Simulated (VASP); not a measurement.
# KI (P4/mmm) in VASP: further runs

The runs below take KI through single point, with PBE.

Program: VASP 6.6.1. These are calculated values, not measurements. Logs are shortened: lines on timing, memory, paths and dates and some standing lists are left out, and cuts for length are marked.

## Step 1: The cell of the first run

The structure is tetragonal, space group P4/mmm (No. 123). Conventional cell: a = 4.913 Å, b = 4.913 Å, c = 5.553 Å, α = 90.00°, β = 90.00°, γ = 90.00°. K (site symmetry 4/mmm) has 4 I at 3.47 Å within 4.6 Å. Within 4.6 Å of I (site symmetry 4/mmm) lie 4 K at 3.47 Å.

## Step 2: Single point, PBE

INCAR reads:

```
SYSTEM = KI
PREC = Accurate
ENCUT = 520
EDIFF = 1E-6
ISMEAR = 0
SIGMA = 0.1
LREAL = .FALSE.
LASPH = .TRUE.
NELM = 100
ALGO = Normal
ISIF = 2
LWAVE = .FALSE.
LCHARG = .TRUE.
GGA = PE
LELF = .TRUE.
LVHAR = .TRUE.
NBANDS = 15
```

KPOINTS reads:

```
Automatic mesh
0
G
  4 4 4
  0 0 0
```

POSCAR reads:

```
KI
1.0
    4.9130351755      0.0000000000      0.0000000000
    0.0000000000      4.9130351755      0.0000000000
    0.0000000000      0.0000000000      5.5531068569
K I
1 1
Direct
    0.0000000000      0.0000000000      0.5000000000
    0.5000000000      0.5000000000      0.5000000000
```

Potentials or basis: VASP PAW PBE potentials, release 64 (K_sv, I).

On the command line:

```sh
cat potpaw_PBE.64/K_sv/POTCAR potpaw_PBE.64/I/POTCAR > POTCAR
mpirun -np 1 vasp_std > vasp.out
```

OUTCAR:

```text
SYSTEM = KI
   PREC = Accurate
   ENCUT = 520
   EDIFF = 1E-6
   ISMEAR = 0
   LREAL = .FALSE.
   LASPH = .TRUE.
   NELM = 100
   ISIF = 2
   GGA = PE

 ion  position               nearest neighbor table
   1  0.000  0.000  0.500-   2 3.47   2 3.47   2 3.47   2 3.47
   2  0.500  0.500  0.500-   1 3.47   1 3.47   1 3.47   1 3.47

  LATTYP: Found a simple tetragonal cell.
 ALAT       =     4.9130351755
 C/A-ratio  =     1.1302802969

  Lattice vectors:

 A1 = (   4.9130351755,   0.0000000000,   0.0000000000)
 A2 = (   0.0000000000,   4.9130351755,   0.0000000000)
 A3 = (   0.0000000000,   0.0000000000,   5.5531068569)

Analysis of symmetry for initial positions (statically):
=====================================================================
 Subroutine PRICEL returns:
 Original cell was already a primitive cell.

 Routine SETGRP: Setting up the symmetry group for a
 simple tetragonal supercell.

 Subroutine GETGRP returns: Found 16 space group operations
 (whereof 16 operations were pure point group operations)
 out of a pool of 16 trial point group operations.

The static configuration has the point symmetry D_4h.

Analysis of symmetry for dynamics (positions and initial velocities):
=====================================================================
 Subroutine PRICEL returns:
 Original cell was already a primitive cell.

 Routine SETGRP: Setting up the symmetry group for a
 simple tetragonal supercell.

 Subroutine GETGRP returns: Found 16 space group operations
 (whereof 16 operations were pure point group operations)
 out of a pool of 16 trial point group operations.

The dynamic configuration has the point symmetry D_4h.

 Subroutine INISYM returns: Found 16 space group operations
 (whereof 16 operations are pure point group operations),
 and found     1 'primitive' translations

----------------------------------------------------------------------------------------

                                     Primitive cell

  volume of cell :     134.0404

  direct lattice vectors                    reciprocal lattice vectors
     4.913035176  0.000000000  0.000000000     0.203540167  0.000000000  0.000000000
     0.000000000  4.913035176  0.000000000     0.000000000  0.203540167  0.000000000
[... 84 lines left out ...]
   ISIF   =      2    stress and relaxation
   ISYM   =      2    0-nonsym 1-usesym 2-fastsym
   POTIM  = 0.5000    time-step for ionic-motion
   TEBEG  =    0.0;   TEEND  =   0.0 temperature during run
   PSTRESS=    0.0 pullay stress
   NELECT =      16.0000    total number of electrons
   NUPDOWN=      -1.0000    fix difference up-down
   EMIN   =  10.00;   EMAX   =-10.00  energy-range for DOS
   EFERMI =   0.00;   METHOD = LEGACY
   ISMEAR =     0;   SIGMA  =   0.10  broadening in eV -4-tet -1-fermi 0-gaus
   EFERMI_NEDOS =   21; number of points for ismear=-14 and -15
   IALGO  =     38    algorithm
   IMIX   =      4    mixing-type and parameters
     AMIX     =   0.40;   BMIX     =  1.00
     AMIX_MAG =   1.60;   BMIX_MAG =  1.00
  volume/ion in A,a.u.               =      67.02       452.27
  Fermi-wavevector in a.u.,A,eV,Ry     =   0.806064  1.523240  8.840240  0.649739
  Thomas-Fermi vector in A             =   1.914426
   LORBIT       =      0    0 simple, 1 ext, 2 COOP (PROOUT), +10 PAW based schemes
   GGA     = PE    functional components
   LHFCALC =     F    Hartree Fock is set to
   AEXX    =    0.0000 exact exchange contribution
   IVDW    =     0    specifies the selected vdW correction
   LEPSILON=     F    determine dielectric tensor
   LRPA    =     F    only Hartree local field effects (RPA)
 non-spin polarized calculation
 Gauss-broadening in eV      SIGMA  =   0.10
  energy-cutoff  :      520.00
  volume of cell :      134.04
 maximum number of plane-waves:      3640
 NGX is ok and might be reduce to    40
   NGX = 19   NGY = 19   NGZ = 21

 number of electron      15.9999998 magnetization

 Free energy of the ion-electron system (eV)
  ---------------------------------------------------
  ext. energy  EPLUGINS =         0.00000000
  ---------------------------------------------------
  free energy    TOTEN  =        -5.27340059 eV

  energy without entropy =       -5.27340059  energy(sigma->0) =       -5.27340059

 E-fermi :  -1.4361     XC(G=0):  -5.4735

 val. band max:       -1.9459689963   @ k =   0.5000   0.5000   0.0000
 cond. band min:       1.3823980249   @ k =   0.0000   0.0000   0.0000
 fundamental gap:      3.3283670213
 Fermi energy:        -1.4361133861

 k-point     1 :       0.0000    0.0000    0.0000
  band No.  band energies     occupation
      1     -31.0652      2.00000
      2     -14.6236      2.00000
      3     -14.5158      2.00000
      4     -14.5158      2.00000
      5     -12.3342      2.00000
      6      -2.1459      2.00000
      7      -2.1358      2.00000
      8      -2.1358      2.00000
      9       1.3824      0.00000
     10       3.2511      0.00000
     11       4.3769      0.00000
     12       5.3527      0.00000
     13       5.9426      0.00000
     14       5.9426      0.00000
[... 293 lines left out ...]
      2     -14.6235      2.00000
      3     -14.5414      2.00000
      4     -14.5414      2.00000
      5     -12.2335      2.00000
      6      -2.6814      2.00000
      7      -2.6814      2.00000
      8      -2.2117      2.00000
      9       3.3797      0.00000
     10       3.3797      0.00000
     11       4.0530      0.00000
     12       4.7899      0.00000
     13       6.3186      0.00000
     14       6.5344      0.00000
     15       7.3419      0.00000

------------------------ aborting loop because EDIFF is reached ----------------------------------------

  FORCE on cell =-STRESS in cart. coord.  units (eV):
  Direction    XX          YY          ZZ          XY          YZ          ZX
  --------------------------------------------------------------------------------------
  -------------------------------------------------------------------------------------
  Total       -0.1226343     -0.1226343      0.1585485      0.0000000      0.0000000     -0.0000000
  in kB       -1.4658412     -1.4658412      1.8951209      0.0000000      0.0000000     -0.0000000
  external PRESSURE =      -0.3455205 kB  Pullay stress =       0.0000000 kB

 VOLUME and BASIS-vectors are now :
 -----------------------------------------------------------------------------
  energy-cutoff  :      520.00
  volume of cell :      134.04
      direct lattice vectors                 reciprocal lattice vectors
     4.913035176  0.000000000  0.000000000     0.203540167  0.000000000  0.000000000
     0.000000000  4.913035176  0.000000000     0.000000000  0.203540167  0.000000000
     0.000000000  0.000000000  5.553106857     0.000000000  0.000000000  0.180079373

 POSITION                                       TOTAL-FORCE (eV/Angst)
 -----------------------------------------------------------------------------------
      0.00000      0.00000      2.77655         0.000000      0.000000      0.000000
      2.45652      2.45652      2.77655         0.000000      0.000000      0.000000
 -----------------------------------------------------------------------------------
    total drift:                                0.000000      0.000000     -0.000000

  FREE ENERGIE OF THE ION-ELECTRON SYSTEM (eV)
  ---------------------------------------------------
  free  energy   TOTEN  =        -5.2734005948 eV

  energy  without entropy=       -5.2734005948  energy(sigma->0) =       -5.27340059
```

It took 20 s on 1 thread of Intel Xeon Platinum 8559C (Emerald Rapids), shared host; peak memory 0.25 GiB.

What came out:

```
Free energy            : -5.2734 eV
Pressure               : 0.0 GPa
Band gap on the k mesh : 3.33 eV, indirect (least direct gap 3.52 eV)
```

Caveat: spin-orbit coupling is left out, which moves the levels of the heavy elements. A k mesh can miss the band edges.

## Step 3: Single point, PBE

This run uses another cell than the first one, of 83.79 Å³/atom, 1.250 times its volume.

INCAR reads:

```
ALGO = Normal ; EDIFF = 1E-6
ENCUT = 520 ; GGA = PE
ISIF = 2 ; ISMEAR = 0
LASPH = True ; LCHARG = False
LREAL = False ; LWAVE = False
NBANDS = 15 ; NELM = 60
PREC = Accurate ; SIGMA = 0.02
```

KPOINTS reads:

```
k-points
0
Gamma
  6 6 4
```

POSCAR reads:

```
KI
1.0
    4.8969290641      0.0000000000      0.0000000000
    0.0000000000      4.8969290641      0.0000000000
    0.0000000000      0.0000000000      6.9881456137
K I
1 1
Direct
    0.0000000000      0.0000000000      0.5000000000
    0.5000000000      0.5000000000      0.5000000000
```

Potentials or basis: VASP PAW PBE potentials, release 64 (K_sv, I).

On the command line:

```sh
cat potpaw_PBE.64/K_sv/POTCAR potpaw_PBE.64/I/POTCAR > POTCAR
mpirun -np 1 vasp_std > vasp.out
```

It took 34 s on 1 thread of Intel Xeon Platinum 8559C (Emerald Rapids), shared host; peak memory 0.27 GiB.

Results (log left out):

```
Free energy            : -5.2912 eV
Pressure               : 0.0 GPa
Band gap on the k mesh : 3.65 eV, indirect (least direct gap 3.68 eV)
```

Levels at points of the mesh, in eV from the valence-band top:
```
           k point  band 5  band 6  band 7  band 8  band 9  band 10  band 11  band 12
(0.00, 0.00, 0.00)  -10.26   -0.24   -0.04   -0.04    3.65     5.41     6.13     7.37
(0.50, 0.00, 0.00)  -10.09   -1.03   -0.21   -0.15    5.45     5.46     6.40     7.36
(0.50, 0.50, 0.00)  -10.17   -0.63   -0.63    0.00    5.43     6.22     6.22     7.19
(0.00, 0.00, 0.50)  -10.26   -0.32   -0.03   -0.03    4.49     5.10     5.44     7.26
(0.50, 0.00, 0.50)  -10.09   -1.02   -0.21   -0.20    5.23     6.32     6.56     6.64
(0.50, 0.50, 0.50)  -10.17   -0.62   -0.62   -0.04    5.73     5.73     5.82     7.06
```

Caveat: spin-orbit coupling is left out, which moves the levels of the heavy elements.
